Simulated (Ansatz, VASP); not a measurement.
**BiAsSe in VASP and in Ansatz**

```xyz
3
Lattice="3.9156 0.0000 0.0000 0.0000 3.9156 0.0000 0.0000 0.0000 5.4853" Properties=species:S:1:pos:R:3 pbc="T T T"
Bi    0.0000    0.0000    2.6363
As    1.9578    1.9578    1.3220
Se    1.9578    1.9578    4.3876
```

Alike in both runs: functional PBE; k mesh 12 × 12 × 8; occupations gaussian, width 0.1 eV; no spin polarisation.

Ansatz relaxed the structure, and its values are those at the end. VASP's run is a single point on that final structure, the one shown.

```csv
,VASP,Ansatz
version,VASP 6.6.1,Ansatz 0.2.0
potentials or method,"VASP PAW PBE potentials, release 64 (Bi_d, As, Se), cutoff 520 eV","scalar-relativistic, plane waves, PAW"
valence electrons in the cell,26,46
```

```tsv
	VASP	Ansatz	Ansatz less VASP
gap on the k mesh at the Fermi level (eV)	none	none	-
pressure (GPa)	0.0	0.0	-0.04
rms of the force components (eV/Å)	0.011	0.000	-0.0111
```

A gap of «none» marks a metal or a gap that the smearing closes. VASP's potentials hold 26 valence electrons a cell and Ansatz's 46, so a difference there can come from the potentials and not from the codes.

Spin-orbit coupling is off throughout.
